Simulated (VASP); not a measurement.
# Ag (P6_3/mmc) in VASP: a series of runs

Runs on Ag. Level: PBE. Tasks: single point, relaxation of cell and atoms.

All numbers are computed with VASP 6.6.1; they aren't measurements. Logs are shortened: lines on timing, memory, paths and dates and some standing lists are left out, and cuts for length are marked.

## 1. The cell of the first run

It takes space group P6_3/mmc (No. 194, hexagonal). The conventional cell has a = 2.938 Å, b = 2.938 Å, c = 4.790 Å, α = 90.00°, β = 90.00°, γ = 120.00°. Within 3.9 Å of Ag (site symmetry -6m2) lie 12 Ag at 2.93 to 2.94 Å.

## 2. Single point, PBE, non-collinear spin, zero start, spin-orbit coupling

Contents of INCAR:

```
SYSTEM = Ag
PREC     = Accurate       ! precision mode
ENCUT    = 520            ! plane-wave cutoff, eV
EDIFF    = 1E-6           ! SCF threshold, eV
ISMEAR   = 0              ! smearing method
SIGMA    = 0.05           ! smearing width, eV
LREAL    = .False.        ! projectors in reciprocal space
LASPH    = .True.         ! aspherical terms in the spheres
NELM     = 150            ! most SCF steps
ALGO     = Normal         ! electronic algorithm
ISIF     = 2              ! what is computed and relaxed
LWAVE    = .False.        ! write WAVECAR
LCHARG   = .False.        ! write CHGCAR
MAGMOM   = 0 0 0 0 0 0    ! initial moments
LORBIT   = 11             ! projections on sites
LSORBIT  = .True.         ! spin-orbit coupling
GGA_COMPAT= .False.      
LORBMOM  = .True.       
LMAXMIX  = 4              ! l up to which the mixer works
GGA      = PE             ! functional
NBANDS   = 34             ! bands
```

Contents of KPOINTS:

```
regular mesh
0
Gamma
  16 16 10
  0 0 0
```

Contents of POSCAR:

```
Ag
1.0
    2.9377408947      0.0000000000      0.0000000000
   -1.4688704473      2.5441582445      0.0000000000
    0.0000000000      0.0000000000      4.7897836555
Ag
2
Direct
    0.3333333333      0.6666666667      0.7500000000
    0.6666666667      0.3333333333      0.2500000000
```

Potentials or basis: VASP PAW PBE potentials, release 64 (Ag).

On the command line:

```console
$ cat potpaw_PBE.64/Ag/POTCAR > POTCAR
$ mpirun -np 1 vasp_ncl > vasp.out
```

OUTCAR:

```text
SYSTEM = Ag
   PREC = Accurate
   ENCUT = 520
   EDIFF = 1E-6
   ISMEAR = 0
   LREAL = .False.
   LASPH = .True.
   NELM = 150
   ISIF = 2
   LORBIT = 11
   LSORBIT = .True.
   GGA = PE

 ion  position               nearest neighbor table
   1  0.333  0.667  0.750-   2 2.93   2 2.93   2 2.93   2 2.93   2 2.93   2 2.93
   2  0.667  0.333  0.250-   1 2.93   1 2.93   1 2.93   1 2.93   1 2.93   1 2.93

  LATTYP: Found a hexagonal cell.
 ALAT       =     2.9377408947
 C/A-ratio  =     1.6304309424

  Lattice vectors:

 A1 = (   2.9377408947,   0.0000000000,   0.0000000000)
 A2 = (  -1.4688704473,   2.5441582445,   0.0000000000)
 A3 = (   0.0000000000,   0.0000000000,   4.7897836555)

Analysis of symmetry for initial positions (statically):
=====================================================================
 Subroutine PRICEL returns:
 Original cell was already a primitive cell.

 Routine SETGRP: Setting up the symmetry group for a
 hexagonal supercell.

 Subroutine GETGRP returns: Found 24 space group operations
 (whereof 12 operations were pure point group operations)
 out of a pool of 24 trial point group operations.

The static configuration has the point symmetry D_3d.
 The point group associated with its full space group is D_6h.

Analysis of symmetry for dynamics (positions and initial velocities):
=====================================================================
 Subroutine PRICEL returns:
 Original cell was already a primitive cell.

 Routine SETGRP: Setting up the symmetry group for a
 hexagonal supercell.

 Subroutine GETGRP returns: Found 24 space group operations
 (whereof 12 operations were pure point group operations)
 out of a pool of 24 trial point group operations.

The dynamic configuration has the point symmetry D_3d.
 The point group associated with its full space group is D_6h.

Analysis of structural, dynamic, and magnetic symmetry:
=====================================================================
 Subroutine PRICEL returns:
 Original cell was already a primitive cell.

 Routine SETGRP: Setting up the symmetry group for a
 hexagonal supercell.

 Subroutine GETGRP returns: Found 24 space group operations
 (whereof 12 operations were pure point group operations)
 out of a pool of 24 trial point group operations.

The overall configuration has the point symmetry D_3d.
 The point group associated with its full space group is D_6h.

 Subroutine INISYM returns: Found 24 space group operations
 (whereof 12 operations are pure point group operations),
 and found     1 'primitive' translations

----------------------------------------------------------------------------------------

                                     Primitive cell

  volume of cell :      35.7992

  direct lattice vectors                    reciprocal lattice vectors
     2.937740895  0.000000000  0.000000000     0.340397617  0.196528656  0.000000000
    -1.468870447  2.544158245  0.000000000     0.000000000  0.393057312  0.000000000
     0.000000000  0.000000000  4.789783655     0.000000000  0.000000000  0.208777697

  length of vectors
     2.937740895  2.937740895  4.789783655     0.393057312  0.393057312  0.208777697

  position of ions in fractional coordinates (direct lattice)
     0.333333333  0.666666667  0.750000000
     0.666666667  0.333333333  0.250000000

  ion indices of the primitive-cell ions
   primitive index   ion index
                 1           1
                 2           2

----------------------------------------------------------------------------------------

 KPOINTS: regular mesh

Automatic generation of k-mesh.
 Grid dimensions read from file:
 generate k-points for:   16   16   10

 Generating k-lattice:

  Cartesian coordinates                     Fractional coordinates (reciprocal lattice)
     0.021274851  0.012283041  0.000000000     0.062500000  0.000000000  0.000000000
     0.000000000  0.024566082  0.000000000     0.000000000  0.062500000  0.000000000
     0.000000000  0.000000000  0.020877770     0.000000000  0.000000000  0.100000000

  Length of vectors
     0.024566082  0.024566082  0.020877770

  Shift w.r.t. Gamma in fractional coordinates (k-lattice)
     0.000000000  0.000000000  0.000000000

 Subroutine IBZKPT returns following result:
 ===========================================

 Found    180 irreducible k-points:

 Following reciprocal coordinates:
            Coordinates               Weight
[... 52 lines left out ...]
   TEBEG  =    0.0;   TEEND  =   0.0 temperature during run
   PSTRESS=    0.0 pullay stress
   NELECT =      22.0000    total number of electrons
   NUPDOWN=      -1.0000    fix difference up-down
   EMIN   =  10.00;   EMAX   =-10.00  energy-range for DOS
   EFERMI =   0.00;   METHOD = LEGACY
   ISMEAR =     0;   SIGMA  =   0.05  broadening in eV -4-tet -1-fermi 0-gaus
   EFERMI_NEDOS =   21; number of points for ismear=-14 and -15
   IALGO  =     38    algorithm
   IMIX   =      4    mixing-type and parameters
     AMIX     =   0.40;   BMIX     =  1.00
     AMIX_MAG =   1.60;   BMIX_MAG =  1.00
  volume/ion in A,a.u.               =      17.90       120.79
  Fermi-wavevector in a.u.,A,eV,Ry     =   1.391846  2.630208 26.357691  1.937236
  Thomas-Fermi vector in A             =   2.515646
   LORBIT       =     11    0 simple, 1 ext, 2 COOP (PROOUT), +10 PAW based schemes
   GGA     = PE    functional components
   LHFCALC =     F    Hartree Fock is set to
   AEXX    =    0.0000 exact exchange contribution
   IVDW    =     0    specifies the selected vdW correction
   LEPSILON=     F    determine dielectric tensor
   LRPA    =     F    only Hartree local field effects (RPA)
 Gauss-broadening in eV      SIGMA  =   0.05
  energy-cutoff  :      520.00
  volume of cell :       35.80
 maximum number of plane-waves:      1980
 NGX is ok and might be reduce to    24
   NGX = 11   NGY = 11   NGZ = 17

 number of electron      22.0000000 magnetization       0.0000000      0.0000000      0.0000000

 number of electron      22.0000005 magnetization       0.0000000     -0.0000000      0.0000000

 number of electron      22.0000005 magnetization      -0.0000000     -0.0000000     -0.0000000

 Free energy of the ion-electron system (eV)
  ---------------------------------------------------
  ext. energy  EPLUGINS =         0.00000000
  ---------------------------------------------------
  free energy    TOTEN  =        -5.47950479 eV

  energy without entropy =       -5.47842325  energy(sigma->0) =       -5.47896402

 E-fermi :   7.7220     XC(G=0): -11.9210

 val. band max:        7.6893705388   @ k =   0.3750   0.0625   0.5000
 cond. band min:       7.7263296359   @ k =   0.4375   0.0625   0.2000
 fundamental gap:      0.0369590971
 Fermi energy:         7.7220382771

 k-point     1 :       0.0000    0.0000    0.0000
  band No.  band energies     occupation
      1       0.3554      1.00000
      2       0.3554      1.00000
      3       1.6500      1.00000
      4       1.6500      1.00000
      5       2.9715      1.00000
      6       2.9715      1.00000
[... 877 lines left out ...]
     33      21.0442      0.00000
     34      21.0442      0.00000

 [... further k-points ...]
[... 5 lines left out ...]
  --------------------------------------------------------------------------------------
  -------------------------------------------------------------------------------------
  Total       -0.0483086     -0.0483086     -0.0403490     -0.0000000      0.0000000     -0.0000000
  in kB       -2.1620274     -2.1620274     -1.8057995     -0.0000000      0.0000000     -0.0000000
  external PRESSURE =      -2.0432848 kB  Pullay stress =       0.0000000 kB

 VOLUME and BASIS-vectors are now :
 -----------------------------------------------------------------------------
  energy-cutoff  :      520.00
  volume of cell :       35.80
      direct lattice vectors                 reciprocal lattice vectors
     2.937740895  0.000000000  0.000000000     0.340397617  0.196528656  0.000000000
    -1.468870447  2.544158245  0.000000000     0.000000000  0.393057312  0.000000000
     0.000000000  0.000000000  4.789783655     0.000000000  0.000000000  0.208777697

 POSITION                                       TOTAL-FORCE (eV/Angst)
 -----------------------------------------------------------------------------------
     -0.00000      1.69611      3.59234         0.000000      0.000000      0.000000
      1.46887      0.84805      1.19745        -0.000000     -0.000000     -0.000000
 -----------------------------------------------------------------------------------
    total drift:                                0.000000     -0.000000      0.000000

  FREE ENERGIE OF THE ION-ELECTRON SYSTEM (eV)
  ---------------------------------------------------
  free  energy   TOTEN  =        -5.4795047916 eV

  energy  without entropy=       -5.4784232489  energy(sigma->0) =       -5.47896402

 orbital moment (x)

 # of ion     p       d       tot
 ----------------------------------------
  1        -0.000   0.000   0.000
  2         0.000  -0.000  -0.000
 ----------------------------------------
           -0.000  -0.000  -0.000

 orbital moment (y)

 # of ion     p       d       tot
 ----------------------------------------
  1        -0.000  -0.000  -0.000
  2        -0.000  -0.000  -0.000
 ----------------------------------------
           -0.000  -0.000  -0.000

 orbital moment (z)

 # of ion     p       d       tot
 ----------------------------------------
  1         0.000   0.000   0.000
  2        -0.000   0.000  -0.000
 ----------------------------------------
           -0.000   0.000  -0.000

 Spin-Orbit-Coupling matrix elements

 Ion:    1  E_soc:     -0.0528475
 l=   1
     0.0000000    -0.0018157    -0.0018189
    -0.0018157     0.0000000    -0.0018157
    -0.0018189    -0.0018157     0.0000000
 l=   2
     0.0000000    -0.0013775     0.0000000    -0.0013775    -0.0056202
    -0.0013775     0.0000000    -0.0042439    -0.0013555    -0.0013775
     0.0000000    -0.0042439     0.0000000    -0.0042439     0.0000000
    -0.0013775    -0.0013555    -0.0042439     0.0000000    -0.0013775
    -0.0056202    -0.0013775     0.0000000    -0.0013775     0.0000000
 l=   3
     0.0000000     0.0000000     0.0000000     0.0000000     0.0000000     0.0000000     0.0000000
     0.0000000     0.0000000     0.0000000     0.0000000     0.0000000     0.0000000     0.0000000
     0.0000000     0.0000000     0.0000000     0.0000000     0.0000000     0.0000000     0.0000000
     0.0000000     0.0000000     0.0000000     0.0000000     0.0000000     0.0000000     0.0000000
     0.0000000     0.0000000     0.0000000     0.0000000     0.0000000     0.0000000     0.0000000
     0.0000000     0.0000000     0.0000000     0.0000000     0.0000000     0.0000000     0.0000000
     0.0000000     0.0000000     0.0000000     0.0000000     0.0000000     0.0000000     0.0000000

 Ion:    2  E_soc:     -0.0528475
 l=   1
     0.0000000    -0.0018157    -0.0018189
    -0.0018157     0.0000000    -0.0018157
    -0.0018189    -0.0018157     0.0000000
 l=   2
     0.0000000    -0.0013775     0.0000000    -0.0013775    -0.0056202
    -0.0013775     0.0000000    -0.0042439    -0.0013555    -0.0013775
     0.0000000    -0.0042439     0.0000000    -0.0042439     0.0000000
    -0.0013775    -0.0013555    -0.0042439     0.0000000    -0.0013775
    -0.0056202    -0.0013775     0.0000000    -0.0013775     0.0000000
 l=   3
     0.0000000     0.0000000     0.0000000     0.0000000     0.0000000     0.0000000     0.0000000
     0.0000000     0.0000000     0.0000000     0.0000000     0.0000000     0.0000000     0.0000000
     0.0000000     0.0000000     0.0000000     0.0000000     0.0000000     0.0000000     0.0000000
     0.0000000     0.0000000     0.0000000     0.0000000     0.0000000     0.0000000     0.0000000
     0.0000000     0.0000000     0.0000000     0.0000000     0.0000000     0.0000000     0.0000000
     0.0000000     0.0000000     0.0000000     0.0000000     0.0000000     0.0000000     0.0000000
     0.0000000     0.0000000     0.0000000     0.0000000     0.0000000     0.0000000     0.0000000

 total charge

# of ion       s       p       d       tot
------------------------------------------
    1        0.408   0.268   9.158   9.835
    2        0.408   0.268   9.158   9.835
--------------------------------------------------
tot          0.817   0.536  18.317  19.669

 magnetization (x)

# of ion       s       p       d       tot
------------------------------------------
    1        0.000  -0.000   0.000  -0.000
    2        0.000  -0.000   0.000  -0.000
--------------------------------------------------
tot          0.000  -0.000   0.000  -0.000

 magnetization (y)

# of ion       s       p       d       tot
------------------------------------------
    1        0.000   0.000  -0.000  -0.000
    2        0.000  -0.000   0.000  -0.000
--------------------------------------------------
tot          0.000   0.000  -0.000  -0.000

 magnetization (z)

# of ion       s       p       d       tot
------------------------------------------
    1        0.000   0.000   0.000   0.000
    2        0.000   0.000   0.000   0.000
--------------------------------------------------
tot          0.000   0.000   0.000   0.000
```

Wall time 3.1 min (1 thread of Intel Xeon Platinum 8488C (Sapphire Rapids), shared host); peak memory 0.44 GiB.

Results:

* Free energy: -5.4795 eV
* Pressure: -0.2 GPa
* Net moment: 0.00 μB per cell
* Valence electrons inside the program's atomic spheres: Ag 9.84

Moments on the atoms (μB; x, y, z):
```
Ag  0.00 0.00 0.00
Ag  0.00 0.00 0.00
```

(Continued in part 2 of 2.)
